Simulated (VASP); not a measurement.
# BN (Fm-3m) in VASP: single point with r2SCAN

Aim: the single point of BN with r2SCAN.

Everything below comes from runs of VASP 6.6.1. Logs are shortened: lines on timing, memory, paths and dates and some standing lists are left out, and cuts for length are marked.

## Step 1: The cell of the first run

Symmetry: Fm-3m, No. 225, cubic system. The conventional cell has a = 3.492 Å, b = 3.492 Å, c = 3.492 Å, α = 90.00°, β = 90.00°, γ = 90.00°. Within 2.3 Å of B (site symmetry m-3m) lie 6 N at 1.75 Å. N (site symmetry m-3m) has 6 B at 1.75 Å within 2.3 Å.

## Step 2: Single point, r2SCAN

File POSCAR:

```
BN
1.0
    0.0000000000      1.7458259350      1.7458259350
    1.7458259350      0.0000000000      1.7458259350
    1.7458259350      1.7458259350      0.0000000000
B N
1 1
Direct
    0.0000000000      0.0000000000      0.0000000000
    0.5000000000      0.5000000000      0.5000000000
```

File INCAR.step1:

```
SYSTEM = BN
PREC = Accurate ; ENCUT = 660
ISMEAR = 0 ; SIGMA = 0.01
LREAL = .False. ; LASPH = .True.
NELM = 120 ; NBANDS = 11
GGA = PE ; ALGO = Normal
EDIFF = 1E-5 ; LWAVE = .True.
LCHARG = .False. ; GGA_COMPAT = .False.
```

File INCAR.step2:

```
SYSTEM = BN
PREC = Accurate ; ENCUT = 660
EDIFF = 1E-6 ; ISMEAR = 0
SIGMA = 0.01 ; LREAL = .False.
LASPH = .True. ; NELM = 120
ALGO = Normal ; ISIF = 2
LWAVE = .False. ; LCHARG = .True.
METAGGA = R2SCAN ; LMIXTAU = .True.
LELF = .True. ; LVHAR = .True.
NBANDS = 11 ; ISTART = 1
GGA_COMPAT = .False.
```

File KPOINTS:

```
Automatic mesh
0
Gamma
  10 10 10
  0 0 0
```

Potentials or basis: VASP PAW PBE potentials, release 64 (B, N).

Run with:

```
$ cat potpaw_PBE.64/B/POTCAR potpaw_PBE.64/N/POTCAR > POTCAR
$ cp INCAR.step1 INCAR
$ mpirun -np 1 vasp_std > vasp.out
$ cp INCAR.step2 INCAR
$ mpirun -np 1 vasp_std > vasp.out
```

OUTCAR:

```text
SYSTEM = BN
   PREC = Accurate
   ENCUT = 660
   EDIFF = 1E-6
   ISMEAR = 0
   LREAL = .False.
   LASPH = .True.
   NELM = 120
   ISIF = 2
   METAGGA = R2SCAN
   ISTART = 1

 ion  position               nearest neighbor table
   1  0.000  0.000  0.000-   2 1.75   2 1.75   2 1.75   2 1.75   2 1.75   2 1.75
   2  0.500  0.500  0.500-   1 1.75   1 1.75   1 1.75   1 1.75   1 1.75   1 1.75

  LATTYP: Found a face centered cubic cell.
 ALAT       =     3.4916518700

  Lattice vectors:

 A1 = (   0.0000000000,   1.7458259350,   1.7458259350)
 A2 = (   1.7458259350,   0.0000000000,   1.7458259350)
 A3 = (   1.7458259350,   1.7458259350,   0.0000000000)

Analysis of symmetry for initial positions (statically):
=====================================================================
 Subroutine PRICEL returns:
 Original cell was already a primitive cell.

 Routine SETGRP: Setting up the symmetry group for a
 face centered cubic supercell.

 Subroutine GETGRP returns: Found 48 space group operations
 (whereof 48 operations were pure point group operations)
 out of a pool of 48 trial point group operations.

The static configuration has the point symmetry O_h .

Analysis of symmetry for dynamics (positions and initial velocities):
=====================================================================
 Subroutine PRICEL returns:
 Original cell was already a primitive cell.

 Routine SETGRP: Setting up the symmetry group for a
 face centered cubic supercell.

 Subroutine GETGRP returns: Found 48 space group operations
 (whereof 48 operations were pure point group operations)
 out of a pool of 48 trial point group operations.

The dynamic configuration has the point symmetry O_h .

 Subroutine INISYM returns: Found 48 space group operations
 (whereof 48 operations are pure point group operations),
 and found     1 'primitive' translations

----------------------------------------------------------------------------------------

                                     Primitive cell

  volume of cell :      10.6422

  direct lattice vectors                    reciprocal lattice vectors
     0.000000000  1.745825935  1.745825935    -0.286397395  0.286397395  0.286397395
     1.745825935  0.000000000  1.745825935     0.286397395 -0.286397395  0.286397395
     1.745825935  1.745825935  0.000000000     0.286397395  0.286397395 -0.286397395

  length of vectors
     2.468970715  2.468970715  2.468970715     0.496054839  0.496054839  0.496054839

  position of ions in fractional coordinates (direct lattice)
     0.000000000  0.000000000  0.000000000
     0.500000000  0.500000000  0.500000000

  ion indices of the primitive-cell ions
   primitive index   ion index
                 1           1
                 2           2

----------------------------------------------------------------------------------------

 KPOINTS: Automatic mesh

Automatic generation of k-mesh.
 Grid dimensions read from file:
 generate k-points for:   10   10   10

 Generating k-lattice:

  Cartesian coordinates                     Fractional coordinates (reciprocal lattice)
    -0.028639740  0.028639740  0.028639740     0.100000000  0.000000000  0.000000000
     0.028639740 -0.028639740  0.028639740     0.000000000  0.100000000  0.000000000
     0.028639740  0.028639740 -0.028639740     0.000000000  0.000000000  0.100000000

  Length of vectors
     0.049605484  0.049605484  0.049605484

  Shift w.r.t. Gamma in fractional coordinates (k-lattice)
     0.000000000  0.000000000  0.000000000

 Subroutine IBZKPT returns following result:
 ===========================================

 Found     47 irreducible k-points:

 Following reciprocal coordinates:
            Coordinates               Weight
  0.000000  0.000000  0.000000      1.000000
  0.100000  0.000000  0.000000      8.000000
  0.200000  0.000000  0.000000      8.000000
  0.300000  0.000000  0.000000      8.000000
  0.400000  0.000000  0.000000      8.000000
  0.500000  0.000000  0.000000      4.000000
[... 16 lines left out ...]
  0.300000  0.300000  0.000000      6.000000
  0.400000  0.300000  0.000000     24.000000
 [... further k-points ...]
   k-points           NKPTS =     47   k-points in BZ     NKDIM =     47   number of bands    NBANDS=     11
   number of dos      NEDOS =    301   number of ions     NIONS =      2
   total plane-waves  NPLWV =  13824
   dimension x,y,z NGX =    24 NGY =   24 NGZ =   24
   dimension x,y,z NGXF=    48 NGYF=   48 NGZF=   48
   ions per type =               1   1
   NGX,Y,Z   is equivalent  to a cutoff of  16.16, 16.16, 16.16 a.u.
   NGXF,Y,Z  is equivalent  to a cutoff of  32.32, 32.32, 32.32 a.u.
 SYSTEM =  BN
   PREC   = accura    normal or accurate (medium, high low for compatibility)
   ISTART =      1    job   : 0-new  1-cont  2-samecut
   ICHARG =      0    charge: 1-file 2-atom 10-const
   ISPIN  =      1    spin polarized calculation?
   LNONCOLLINEAR =      F non collinear calculations
   LSORBIT =      F    spin-orbit coupling
   LASPH  =      T    aspherical Exc in radial PAW
   ENCUT  =  660.0 eV  48.51 Ry    6.96 a.u.   5.17  5.17  5.17*2*pi/ulx,y,z
   NELM   =    120;   NELMIN=  2; NELMDL=  0     # of ELM steps
   EDIFF  = 0.1E-05   stopping-criterion for ELM
   LREAL  =      F    real-space projection
   EDIFFG = 0.1E-04   stopping-criterion for IOM
   NSW    =      0    number of steps for IOM
   IBRION =     -1    ionic relax: 0-MD 1-quasi-New 2-CG
   NFREE  =      0    steps in history (QN), initial steepest desc. (CG)
   ISIF   =      2    stress and relaxation
   ISYM   =      2    0-nonsym 1-usesym 2-fastsym
   POTIM  = 0.5000    time-step for ionic-motion
   TEBEG  =    0.0;   TEEND  =   0.0 temperature during run
   PSTRESS=    0.0 pullay stress
   NELECT =       8.0000    total number of electrons
   NUPDOWN=      -1.0000    fix difference up-down
   EMIN   =  10.00;   EMAX   =-10.00  energy-range for DOS
   EFERMI =   0.00;   METHOD = LEGACY
   ISMEAR =     0;   SIGMA  =   0.01  broadening in eV -4-tet -1-fermi 0-gaus
   EFERMI_NEDOS =   21; number of points for ismear=-14 and -15
   IALGO  =     38    algorithm
   IMIX   =      4    mixing-type and parameters
     AMIX     =   0.40;   BMIX     =  1.00
     AMIX_MAG =   1.60;   BMIX_MAG =  1.00
  volume/ion in A,a.u.               =       5.32        35.91
  Fermi-wavevector in a.u.,A,eV,Ry     =   1.488540  2.812933 30.147133  2.215752
  Thomas-Fermi vector in A             =   2.601562
   LORBIT       =      0    0 simple, 1 ext, 2 COOP (PROOUT), +10 PAW based schemes
   METAGGA = R2SCAN    functional components
   LHFCALC =     F    Hartree Fock is set to
   AEXX    =    0.0000 exact exchange contribution
   IVDW    =     0    specifies the selected vdW correction
   LEPSILON=     F    determine dielectric tensor
   LRPA    =     F    only Hartree local field effects (RPA)
 non-spin polarized calculation
 Gauss-broadening in eV      SIGMA  =   0.01
  energy-cutoff  :      660.00
  volume of cell :       10.64
 maximum number of plane-waves:       424
 NGX is ok and might be reduce to    24
   NGX = 11   NGY = 11   NGZ = 11

 number of electron       8.0000000 magnetization

 Free energy of the ion-electron system (eV)
  ---------------------------------------------------
  ext. energy  EPLUGINS =         0.00000000
  ---------------------------------------------------
  free energy    TOTEN  =       -15.43198966 eV

  energy without entropy =      -15.43198966  energy(sigma->0) =      -15.43198966

 E-fermi :  10.3333     XC(G=0): -14.7029

 val. band max:       10.2324629393   @ k =  -0.2000   0.1000   0.0000
 cond. band min:      11.7059093392   @ k =   0.5000   0.5000   0.0000
 fundamental gap:      1.4734463999
 Fermi energy:        10.3332656682

 k-point     1 :       0.0000    0.0000    0.0000
  band No.  band energies     occupation
      1     -13.3438      2.00000
      2       9.4497      2.00000
      3       9.4497      2.00000
      4       9.4497      2.00000
      5      20.1941      0.00000
      6      23.5273      0.00000
      7      23.5273      0.00000
      8      23.5273      0.00000
      9      29.7661      0.00000
     10      29.7661      0.00000
     11      29.7661      0.00000

 k-point     2 :       0.1000    0.0000    0.0000
  band No.  band energies     occupation
      1     -13.0501      2.00000
      2       8.1931      2.00000
      3       9.4240      2.00000
      4       9.4240      2.00000
      5      20.5300      0.00000
      6      22.4946      0.00000
      7      22.4946      0.00000
      8      23.2961      0.00000
      9      29.2239      0.00000
     10      30.5151      0.00000
     11      30.5151      0.00000

 k-point     3 :       0.2000    0.0000    0.0000
  band No.  band energies     occupation
      1     -12.1810      2.00000
      2       5.2744      2.00000
      3       9.3929      2.00000
      4       9.3929      2.00000
      5      20.2403      0.00000
      6      20.3515      0.00000
      7      20.3515      0.00000
      8      23.6168      0.00000
      9      29.4193      0.00000
     10      32.6011      0.00000
     11      32.6011      0.00000

 k-point     4 :       0.3000    0.0000    0.0000
  band No.  band energies     occupation
      1     -10.7880      2.00000
      2       1.8707      2.00000
      3       9.4368      2.00000
      4       9.4368      2.00000
      5      18.2341      0.00000
      6      18.2341      0.00000
      7      19.2758      0.00000
      8      24.4159      0.00000
      9      30.9178      0.00000
     10      35.8200      0.00000
     11      35.8200      0.00000

 k-point     5 :       0.4000    0.0000    0.0000
  band No.  band energies     occupation
      1      -9.0653      2.00000
      2      -1.2277      2.00000
      3       9.5593      2.00000
      4       9.5593      2.00000
      5      16.7115      0.00000
      6      16.7115      0.00000
      7      18.5545      0.00000
      8      24.9075      0.00000
      9      33.1934      0.00000
     10      39.9529      0.00000
     11      39.9529      0.00000
[... 211 lines left out ...]
 k-point    21 :      -0.3000    0.2000    0.0000
  band No.  band energies     occupation
      1      -8.6790      2.00000
      2       0.6038      2.00000
      3       4.0989      2.00000
      4       9.1422      2.00000
      5      16.7262      0.00000
      6      17.5340      0.00000
      7      22.7347      0.00000
      8      25.1666      0.00000
      9      32.2041      0.00000
     10      36.5891      0.00000
     11      38.5069      0.00000

 k-point    22 :      -0.2000    0.2000    0.0000
  band No.  band energies     occupation
      1     -10.3056      2.00000
      2       3.2419      2.00000
      3       4.7181      2.00000
      4      10.1608      2.00000
      5      17.1564      0.00000
      6      18.0667      0.00000
      7      23.1560      0.00000
      8      23.8499      0.00000
      9      30.2527      0.00000
     10      33.8623      0.00000
     11      40.6378      0.00000

 k-point    23 :       0.3000    0.3000    0.0000
  band No.  band energies     occupation
      1      -9.8598      2.00000
      2       4.4692      2.00000
      3       5.8484      2.00000
      4       5.8484      2.00000
      5      13.3991      0.00000
      6      21.9296      0.00000
      7      24.8694      0.00000
      8      24.8694      0.00000
      9      25.0284      0.00000
     10      42.6217      0.00000
     11      42.9148      0.00000

 k-point    24 :       0.4000    0.3000    0.0000
  band No.  band energies     occupation
      1      -8.4879      2.00000
      2       2.2074      2.00000
      3       4.8397      2.00000
      4       5.4691      2.00000
      5      13.0998      0.00000
      6      21.8553      0.00000
      7      24.5460      0.00000
      8      25.0306      0.00000
      9      26.3974      0.00000
     10      44.4373      0.00000
     11      44.7619      0.00000

 [... further k-points ...]

------------------------ aborting loop because EDIFF is reached ----------------------------------------

  FORCE on cell =-STRESS in cart. coord.  units (eV):
  Direction    XX          YY          ZZ          XY          YZ          ZX
  --------------------------------------------------------------------------------------
  -------------------------------------------------------------------------------------
  Total        0.0368799      0.0368799      0.0368799      0.0000000     -0.0000000      0.0000000
  in kB        5.5522259      5.5522259      5.5522259      0.0000000     -0.0000000      0.0000000
  external PRESSURE =       5.5522259 kB  Pullay stress =       0.0000000 kB

 VOLUME and BASIS-vectors are now :
 -----------------------------------------------------------------------------
  energy-cutoff  :      660.00
  volume of cell :       10.64
      direct lattice vectors                 reciprocal lattice vectors
     0.000000000  1.745825935  1.745825935    -0.286397395  0.286397395  0.286397395
     1.745825935  0.000000000  1.745825935     0.286397395 -0.286397395  0.286397395
     1.745825935  1.745825935  0.000000000     0.286397395  0.286397395 -0.286397395

 POSITION                                       TOTAL-FORCE (eV/Angst)
 -----------------------------------------------------------------------------------
      0.00000      0.00000      0.00000        -0.000000      0.000000     -0.000000
      1.74583      1.74583      1.74583         0.000000     -0.000000      0.000000
 -----------------------------------------------------------------------------------
    total drift:                               -0.000000     -0.000000      0.000000

  FREE ENERGIE OF THE ION-ELECTRON SYSTEM (eV)
  ---------------------------------------------------
  free  energy   TOTEN  =       -15.4319896551 eV

  energy  without entropy=      -15.4319896551  energy(sigma->0) =      -15.43198966
```

It took 46 s on 1 thread of Intel Xeon 8259CL, shared host; peak memory 0.14 GiB.

Results:

* Free energy: -15.4320 eV
* Pressure: 0.6 GPa
* Band gap on the k mesh: 1.47 eV, indirect (least direct gap 6.51 eV)

Levels at points of the mesh, in eV from the valence-band top:
```csv
k point,band 2,band 3,band 4,band 5,band 6,band 7
"(0.00, 0.00, 0.00)",-0.78,-0.78,-0.78,9.96,13.29,13.29
"(0.50, 0.00, 0.00)",-13.03,-0.60,-0.60,5.92,5.92,8.07
"(0.50, 0.50, 0.00)",-12.20,-5.77,-5.77,1.47,9.73,16.01
```

Caveat: the PAW data sets were made with another functional, which shifts forces and pressure a little. r2SCAN opens gaps a little over a GGA but as a rule still falls short of measured ones.
